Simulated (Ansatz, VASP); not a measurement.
## Two plane-wave programs on Cu

The input INCAR:

```
SYSTEM = Cu
ALGO = Normal
EDIFF = 1E-7
ENCUT = 520
GGA = RE
ISIF = 2
ISMEAR = -1
LASPH = .TRUE.
LCHARG = .FALSE.
LREAL = .FALSE.
LWAVE = .FALSE.
NBANDS = 12
NELM = 80
PREC = Accurate
SIGMA = 0.05
```

KPOINTS

```
k-points
0
G
  13 13 13
  0 0 0
```

File POSCAR:

```
Cu
1.0
   -1.4427933200      1.4427933200      1.3760814500
    1.4427933200     -1.4427933200      1.3760814500
    1.4427933200      1.4427933200     -1.3760814500
Cu
1
Direct
    0.0000000000      0.0000000000      0.0000000000
```

Contents of input.yaml:

```yaml
crystal:
  lattice:
    - [-1.44279332, 1.44279332, 1.37608145]
    - [1.44279332, -1.44279332, 1.37608145]
    - [1.44279332, 1.44279332, -1.37608145]
  atoms:
    - { symbol: Cu, position: [0.0, 0.0, 0.0] }
hamiltonian:
  xc: revpbe
  pseudopotentials: { kind: paw }
kpoints:
  mp_grid: { grid: [13, 13, 13] }
  band_path:
    path:
      - [[0.0, 0.0, 0.0], [0.0, 0.0, 0.5], [-0.5, 0.5, 0.5], [0.0, 0.0, 0.0], [0.4774154906, 0.4774154906, -0.4774154906], [0.25, 0.25, 0.25], [0.0, 0.5, 0.0], [-0.4774154906, 0.5225845094, 0.4774154906], [-0.5, 0.5, 0.5]]
      - [[0.0, 0.0, 0.5], [0.25, 0.25, 0.25]]
    npoints: 14
scf:
  occupations: { method: fermi_dirac, width: 0.05 }
  n_extra_bands: 6
output:
  forces: true
  stress: true
  eigenvalues: true
  fatbands: false
```

Alike in both runs: functional revPBE; k mesh 13 × 13 × 13; occupations fermi-dirac, width 0.05 eV; no spin polarisation.

|  | VASP | Ansatz |
| --- | --- | --- |
| version | VASP 6.6.1 | Ansatz 0.2.0 |
| potentials or method | VASP PAW PBE potentials, release 64 (Cu) | Ansatz PAW |
| plane-wave cutoff (eV) | 520 | 420 |
| valence electrons in the cell | 11 | 19 |
| task | single point | band structure |

Ansatz gave:

* gap on the k mesh at the Fermi level (eV): none
* pressure (GPa): 11.0
* traceless stress, the component that is largest in VASP (GPa): 0.08

Estimate VASP's values.

gap on the k mesh at the Fermi level (eV): none; pressure (GPa): 11.6; traceless stress, the component that is largest in VASP (GPa): 0.01.

VASP's potentials were made for PBE, not for revPBE. A gap of «none» marks a metal or a gap that the smearing closes. With one functional, cell and mesh, what is left measures potentials, basis and numerics. VASP's potentials hold 11 valence electrons a cell and Ansatz's 19, so a difference there can come from the potentials and not from the codes.
